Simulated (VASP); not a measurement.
# BaS (Imm2) in VASP: a series of runs

Runs on BaS. Level: PBEsol. Tasks: single point.

Program: VASP 6.6.1. These are calculated values, not measurements. Logs are shortened: lines on timing, memory, paths and dates and some standing lists are left out, and cuts for length are marked.

## Step 1: The cell of the first run

Symmetry: Imm2, No. 44, orthorhombic system. The conventional cell has a = 4.478 Å, b = 6.333 Å, c = 4.478 Å, α = 90.00°, β = 90.00°, γ = 90.00°. Ba (site symmetry mm2) has 6 S at 3.11 to 3.22 Å within 4.1 Å. S (site symmetry mm2) has 6 Ba at 3.11 to 3.22 Å within 4.1 Å.

## Step 2: Single point, PBEsol (all Ba atoms moved +0.075 Å, as atom 1 along Cartesian [1 -1 0])

Contents of INCAR:

```
SYSTEM = BaS
PREC     = Accurate       ! precision mode
ENCUT    = 520            ! plane-wave cutoff, eV
EDIFF    = 1E-6           ! SCF threshold, eV
ISMEAR   = 0              ! smearing method
SIGMA    = 0.05           ! smearing width, eV
LREAL    = .FALSE.        ! projectors in reciprocal space
LASPH    = .TRUE.         ! aspherical terms in the spheres
NELM     = 80             ! most SCF steps
ALGO     = Normal         ! electronic algorithm
ISIF     = 2              ! what is computed and relaxed
LWAVE    = .FALSE.        ! write WAVECAR
LCHARG   = .FALSE.        ! write CHGCAR
GGA      = PS             ! functional
NBANDS   = 15             ! bands
```

Contents of KPOINTS:

```
regular mesh
0
G
  8 8 8
  0 0 0
```

Contents of POSCAR:

```
BaS
1.0
    0.0000000000      3.1663007200      3.1663007200
    3.1663007200      0.0000000000      3.1663007200
    3.1663007200      3.1663007200      0.0000000000
Ba S
1 1
Direct
   -0.0167492014      0.0167492014      0.0000000000
    0.5000000000      0.5000000000      0.5000000000
```

Potentials or basis: VASP PAW PBE potentials, release 64 (Ba_sv, S).

Started as:

```sh
$ cat potpaw_PBE.64/Ba_sv/POTCAR potpaw_PBE.64/S/POTCAR > POTCAR
$ mpirun -np 1 vasp_std > vasp.out
```

OUTCAR:

```text
SYSTEM = BaS
   PREC = Accurate
   ENCUT = 520
   EDIFF = 1E-6
   ISMEAR = 0
   LREAL = .FALSE.
   LASPH = .TRUE.
   NELM = 80
   ISIF = 2
   GGA = PS

 ion  position               nearest neighbor table
   1  0.983  0.017  0.000-   2 3.11   2 3.11   2 3.17   2 3.17   2 3.22   2 3.22
   2  0.500  0.500  0.500-   1 3.11   1 3.11   1 3.17   1 3.17   1 3.22   1 3.22

  LATTYP: Found a face centered cubic cell.
 ALAT       =     6.3326014400

  Lattice vectors:

 A1 = (   0.0000000000,   3.1663007200,   3.1663007200)
 A2 = (   3.1663007200,   0.0000000000,   3.1663007200)
 A3 = (   3.1663007200,   3.1663007200,   0.0000000000)

Analysis of symmetry for initial positions (statically):
=====================================================================
 Subroutine PRICEL returns:
 Original cell was already a primitive cell.

 Routine SETGRP: Setting up the symmetry group for a
 face centered cubic supercell.

 Subroutine GETGRP returns: Found  4 space group operations
 (whereof  4 operations were pure point group operations)
 out of a pool of 48 trial point group operations.

The static configuration has the point symmetry C_2v.

Analysis of symmetry for dynamics (positions and initial velocities):
=====================================================================
 Subroutine PRICEL returns:
 Original cell was already a primitive cell.

 Routine SETGRP: Setting up the symmetry group for a
 face centered cubic supercell.

 Subroutine GETGRP returns: Found  4 space group operations
 (whereof  4 operations were pure point group operations)
 out of a pool of 48 trial point group operations.

The dynamic configuration has the point symmetry C_2v.

 Subroutine INISYM returns: Found  4 space group operations
 (whereof  4 operations are pure point group operations),
 and found     1 'primitive' translations

----------------------------------------------------------------------------------------

                                     Primitive cell

  volume of cell :      63.4872

  direct lattice vectors                    reciprocal lattice vectors
     0.000000000  3.166300720  3.166300720    -0.157912986  0.157912986  0.157912986
     3.166300720  0.000000000  3.166300720     0.157912986 -0.157912986  0.157912986
     3.166300720  3.166300720  0.000000000     0.157912986  0.157912986 -0.157912986

  length of vectors
     4.477825421  4.477825421  4.477825421     0.273513314  0.273513314  0.273513314

  position of ions in fractional coordinates (direct lattice)
     0.983250799  0.016749201  0.000000000
     0.500000000  0.500000000  0.500000000

  ion indices of the primitive-cell ions
   primitive index   ion index
                 1           1
                 2           2

----------------------------------------------------------------------------------------

 KPOINTS: regular mesh

Automatic generation of k-mesh.
 Grid dimensions read from file:
 generate k-points for:    8    8    8

 Generating k-lattice:

  Cartesian coordinates                     Fractional coordinates (reciprocal lattice)
    -0.019739123  0.019739123  0.019739123     0.125000000  0.000000000  0.000000000
     0.019739123 -0.019739123  0.019739123     0.000000000  0.125000000  0.000000000
     0.019739123  0.019739123 -0.019739123     0.000000000  0.000000000  0.125000000

  Length of vectors
     0.034189164  0.034189164  0.034189164

  Shift w.r.t. Gamma in fractional coordinates (k-lattice)
     0.000000000  0.000000000  0.000000000

 Subroutine IBZKPT returns following result:
 ===========================================

 Found     95 irreducible k-points:

 Following reciprocal coordinates:
            Coordinates               Weight
  0.000000  0.000000  0.000000      1.000000
  0.125000  0.000000  0.000000      4.000000
  0.000000  0.000000  0.125000      4.000000
  0.250000  0.000000  0.000000      4.000000
  0.000000  0.000000  0.250000      4.000000
  0.375000  0.000000  0.000000      4.000000
[... 16 lines left out ...]
  0.125000  0.125000 -0.375000      4.000000
 -0.375000  0.125000  0.000000      4.000000
 [... further k-points ...]
   k-points           NKPTS =     95   k-points in BZ     NKDIM =     95   number of bands    NBANDS=     15
   number of dos      NEDOS =    301   number of ions     NIONS =      2
   total plane-waves  NPLWV =  46656
   dimension x,y,z NGX =    36 NGY =   36 NGZ =   36
   dimension x,y,z NGXF=    72 NGYF=   72 NGZF=   72
   ions per type =               1   1
   NGX,Y,Z   is equivalent  to a cutoff of  13.37, 13.37, 13.37 a.u.
   NGXF,Y,Z  is equivalent  to a cutoff of  26.73, 26.73, 26.73 a.u.
 SYSTEM =  BaS
   PREC   = accura    normal or accurate (medium, high low for compatibility)
   ISTART =      0    job   : 0-new  1-cont  2-samecut
   ICHARG =      2    charge: 1-file 2-atom 10-const
   ISPIN  =      1    spin polarized calculation?
   LNONCOLLINEAR =      F non collinear calculations
   LSORBIT =      F    spin-orbit coupling
   LASPH  =      T    aspherical Exc in radial PAW
   ENCUT  =  520.0 eV  38.22 Ry    6.18 a.u.   8.33  8.33  8.33*2*pi/ulx,y,z
   NELM   =     80;   NELMIN=  2; NELMDL= -5     # of ELM steps
   EDIFF  = 0.1E-05   stopping-criterion for ELM
   LREAL  =      F    real-space projection
   EDIFFG = 0.1E-04   stopping-criterion for IOM
   NSW    =      0    number of steps for IOM
   IBRION =     -1    ionic relax: 0-MD 1-quasi-New 2-CG
   NFREE  =      0    steps in history (QN), initial steepest desc. (CG)
   ISIF   =      2    stress and relaxation
   ISYM   =      2    0-nonsym 1-usesym 2-fastsym
   POTIM  = 0.5000    time-step for ionic-motion
   TEBEG  =    0.0;   TEEND  =   0.0 temperature during run
   PSTRESS=    0.0 pullay stress
   NELECT =      16.0000    total number of electrons
   NUPDOWN=      -1.0000    fix difference up-down
   EMIN   =  10.00;   EMAX   =-10.00  energy-range for DOS
   EFERMI =   0.00;   METHOD = LEGACY
   ISMEAR =     0;   SIGMA  =   0.05  broadening in eV -4-tet -1-fermi 0-gaus
   EFERMI_NEDOS =   21; number of points for ismear=-14 and -15
   IALGO  =     38    algorithm
   IMIX   =      4    mixing-type and parameters
     AMIX     =   0.40;   BMIX     =  1.00
     AMIX_MAG =   1.60;   BMIX_MAG =  1.00
  volume/ion in A,a.u.               =      31.74       214.22
  Fermi-wavevector in a.u.,A,eV,Ry     =   1.034076  1.954121 14.548903  1.069314
  Thomas-Fermi vector in A             =   2.168354
   LORBIT       =      0    0 simple, 1 ext, 2 COOP (PROOUT), +10 PAW based schemes
   GGA     = PS    functional components
   LHFCALC =     F    Hartree Fock is set to
   AEXX    =    0.0000 exact exchange contribution
   IVDW    =     0    specifies the selected vdW correction
   LEPSILON=     F    determine dielectric tensor
   LRPA    =     F    only Hartree local field effects (RPA)
 non-spin polarized calculation
 Gauss-broadening in eV      SIGMA  =   0.05
  energy-cutoff  :      520.00
  volume of cell :       63.49
 maximum number of plane-waves:      1727
 NGX is ok and might be reduce to    36
   NGX = 17   NGY = 17   NGZ = 17

 number of electron      15.9999999 magnetization

 Free energy of the ion-electron system (eV)
  ---------------------------------------------------
  ext. energy  EPLUGINS =         0.00000000
  ---------------------------------------------------
  free energy    TOTEN  =       -10.71113119 eV

  energy without entropy =      -10.71113119  energy(sigma->0) =      -10.71113119

 E-fermi :   1.7115     XC(G=0):  -8.9309

 val. band max:        1.4695603542   @ k =   0.0000   0.0000   0.0000
 cond. band min:       3.4277526636   @ k =   0.0000   0.5000   0.5000
 fundamental gap:      1.9581923094
 Fermi energy:         1.7114610475

 k-point     1 :       0.0000    0.0000    0.0000
  band No.  band energies     occupation
      1     -24.4759      2.00000
      2      -9.5282      2.00000
      3      -9.5166      2.00000
      4      -9.5149      2.00000
      5      -8.9038      2.00000
      6       1.4670      2.00000
      7       1.4671      2.00000
      8       1.4696      2.00000
      9       5.0101      0.00000
     10       5.2613      0.00000
     11       5.2769      0.00000
     12       5.2810      0.00000
     13       6.2517      0.00000
     14       6.2624      0.00000
     15      10.0232      0.00000

 k-point     2 :       0.1250    0.0000    0.0000
  band No.  band energies     occupation
      1     -24.4683      2.00000
      2      -9.8948      2.00000
      3      -9.5230      2.00000
      4      -9.5221      2.00000
      5      -8.5231      2.00000
      6       1.0274      2.00000
      7       1.2442      2.00000
      8       1.2471      2.00000
      9       5.2550      0.00000
     10       5.5032      0.00000
     11       5.5114      0.00000
     12       5.6567      0.00000
     13       6.7379      0.00000
     14       6.7418      0.00000
     15      10.6807      0.00000

 k-point     3 :       0.0000    0.0000    0.1250
  band No.  band energies     occupation
      1     -24.4683      2.00000
      2      -9.8958      2.00000
      3      -9.5238      2.00000
      4      -9.5219      2.00000
      5      -8.5215      2.00000
      6       1.0216      2.00000
      7       1.2442      2.00000
      8       1.2572      2.00000
      9       5.2494      0.00000
     10       5.5028      0.00000
     11       5.5061      0.00000
     12       5.6515      0.00000
     13       6.7374      0.00000
     14       6.7553      0.00000
     15      10.6803      0.00000
[... 343 lines left out ...]
 k-point    23 :       0.1250    0.1250   -0.3750
  band No.  band energies     occupation
      1     -24.4213      2.00000
      2     -10.7198      2.00000
      3      -9.6214      2.00000
      4      -9.5863      2.00000
      5      -7.6631      2.00000
      6      -0.3478      2.00000
      7       0.4109      2.00000
      8       0.4790      2.00000
      9       6.0864      0.00000
     10       7.1710      0.00000
     11       7.9608      0.00000
     12       8.2099      0.00000
     13       9.7365      0.00000
     14      10.2872      0.00000
     15      10.6870      0.00000

 k-point    24 :      -0.3750    0.1250    0.0000
  band No.  band energies     occupation
      1     -24.4239      2.00000
      2     -10.6903      2.00000
      3      -9.6431      2.00000
      4      -9.5602      2.00000
      5      -7.6750      2.00000
      6      -0.3557      2.00000
      7       0.3625      2.00000
      8       0.6036      2.00000
      9       6.2108      0.00000
     10       7.1541      0.00000
     11       7.2122      0.00000
     12       8.1843      0.00000
     13       9.1973      0.00000
     14      10.4990      0.00000
     15      11.1502      0.00000

 [... further k-points ...]
[... 5 lines left out ...]
  --------------------------------------------------------------------------------------
  -------------------------------------------------------------------------------------
  Total        0.3064847      0.3064847      0.2485813      0.0113320      0.0000000      0.0000000
  in kB        7.7345111      7.7345111      6.2732501      0.2859765      0.0000000      0.0000000
  external PRESSURE =       7.2474241 kB  Pullay stress =       0.0000000 kB

 VOLUME and BASIS-vectors are now :
 -----------------------------------------------------------------------------
  energy-cutoff  :      520.00
  volume of cell :       63.49
      direct lattice vectors                 reciprocal lattice vectors
     0.000000000  3.166300720  3.166300720    -0.157912986  0.157912986  0.157912986
     3.166300720  0.000000000  3.166300720     0.157912986 -0.157912986  0.157912986
     3.166300720  3.166300720  0.000000000     0.157912986  0.157912986 -0.157912986

 POSITION                                       TOTAL-FORCE (eV/Angst)
 -----------------------------------------------------------------------------------
      0.05303      3.11327      3.16630        -0.117986      0.117986      0.000000
      3.16630      3.16630      3.16630         0.117986     -0.117986      0.000000
 -----------------------------------------------------------------------------------
    total drift:                               -0.000020      0.000020      0.000000

  FREE ENERGIE OF THE ION-ELECTRON SYSTEM (eV)
  ---------------------------------------------------
  free  energy   TOTEN  =       -10.7111311948 eV

  energy  without entropy=      -10.7111311948  energy(sigma->0) =      -10.71113119
```

Wall time 61 s (1 thread of Intel Xeon Platinum 8488C (Sapphire Rapids), shared host); peak memory 0.26 GiB.

Results:

| Property | Result |
| --- | --- |
| Free energy | -10.7111 eV |
| Pressure | 0.7 GPa |
| Largest force | 0.167 eV/Å |
| Band gap on the k mesh | 1.96 eV, indirect (least direct gap 2.07 eV) |

Forces in eV/Å, atoms in the order of the input:
```
Ba  -0.118  0.118  0.000
S    0.118 -0.118  0.000
```

Stress tensor (GPa, compression positive):
```
0.77 0.03 0.00
0.03 0.77 0.00
0.00 0.00 0.63
```

Levels at points of the mesh, in eV from the valence-band top:
```csv
k point,band 5,band 6,band 7,band 8,band 9,band 10,band 11,band 12
"(0.00, 0.00, 0.00)",-10.37,0.00,0.00,0.00,3.54,3.79,3.81,3.81
"(0.50, 0.00, 0.00)",-8.99,-2.04,-1.15,-1.15,5.49,5.68,6.36,6.37
"(0.00, 0.00, 0.50)",-8.99,-2.04,-1.15,-1.14,5.56,5.59,6.36,6.37
"(0.50, 0.50, 0.00)",-10.28,-0.50,-0.14,-0.12,1.97,5.99,6.08,7.63
"(0.00, 0.50, 0.50)",-10.27,-0.50,-0.13,-0.12,1.96,5.98,6.08,7.63
```

Caveat: the cell differs from its parent crystal (all Ba atoms moved +0.075 Å, as atom 1 along Cartesian [1 -1 0]); the PAW data sets were made with another functional, which shifts forces and pressure a little; spin-orbit coupling is left out, which moves the levels of the heavy elements. A k mesh can miss the band edges.

## Step 3: Single point, PBEsol (all Ba atoms moved +0.025 Å, as atom 1 along Cartesian [1 -1 0])

Contents of INCAR:

```
SYSTEM = BaS
  PREC = Accurate
  ENCUT = 520
  EDIFF = 1E-7
  ISMEAR = 0
  SIGMA = 0.05
  LREAL = .False.
  LASPH = .True.
  NELM = 60
  ALGO = Normal
  ISIF = 2
  LWAVE = .False.
  LCHARG = .False.
  GGA = PS
  NBANDS = 15
```

Contents of KPOINTS:

```
Automatic mesh
0
Gamma
  8 8 8
  0 0 0
```

POSCAR, as its differences from that of step 2:

```diff
@@ -8,3 +8,3 @@
 Direct
-   -0.0167492014      0.0167492014      0.0000000000
+   -0.0055830671      0.0055830671      0.0000000000
     0.5000000000      0.5000000000      0.5000000000
```

Potentials or basis: VASP PAW PBE potentials, release 64 (Ba_sv, S).

Started as:

```sh
$ cat potpaw_PBE.64/Ba_sv/POTCAR potpaw_PBE.64/S/POTCAR > POTCAR
$ mpirun -np 1 vasp_std > vasp.out
```

Run time: 70 s. Hardware: 1 thread of Intel Xeon Platinum 8488C (Sapphire Rapids), shared host; peak memory 0.25 GiB.

It converged, with:

```
Free energy            : -10.7167 eV
Pressure               : 0.7 GPa
Largest force          : 0.055 eV/Å
Band gap on the k mesh : 1.94 eV, indirect (least direct gap 2.06 eV)
```

Forces in eV/Å, atoms in the order of the input:
```
Ba  -0.039  0.039  0.000
S    0.039 -0.039  0.000
```

Levels at points of the mesh, in eV from the valence-band top:
| k point | band 5 | band 6 | band 7 | band 8 | band 9 | band 10 | band 11 | band 12 |
| --- | --- | --- | --- | --- | --- | --- | --- | --- |
| (0.00, 0.00, 0.00) | -10.39 | 0.00 | 0.00 | 0.00 | 3.53 | 3.78 | 3.79 | 3.79 |
| (0.50, 0.00, 0.00) | -9.00 | -2.05 | -1.16 | -1.16 | 5.54 | 5.62 | 6.36 | 6.36 |
| (0.00, 0.00, 0.50) | -9.00 | -2.05 | -1.16 | -1.16 | 5.55 | 5.60 | 6.36 | 6.36 |
| (0.50, 0.50, 0.00) | -10.30 | -0.51 | -0.13 | -0.12 | 1.94 | 5.97 | 6.08 | 7.62 |
| (0.00, 0.50, 0.50) | -10.30 | -0.51 | -0.13 | -0.12 | 1.94 | 5.97 | 6.08 | 7.62 |

Caveat: the cell differs from its parent crystal (all Ba atoms moved +0.025 Å, as atom 1 along Cartesian [1 -1 0]); the PAW data sets were made with another functional, which shifts forces and pressure a little; spin-orbit coupling is left out, which moves the levels of the heavy elements. A k mesh can miss the band edges.
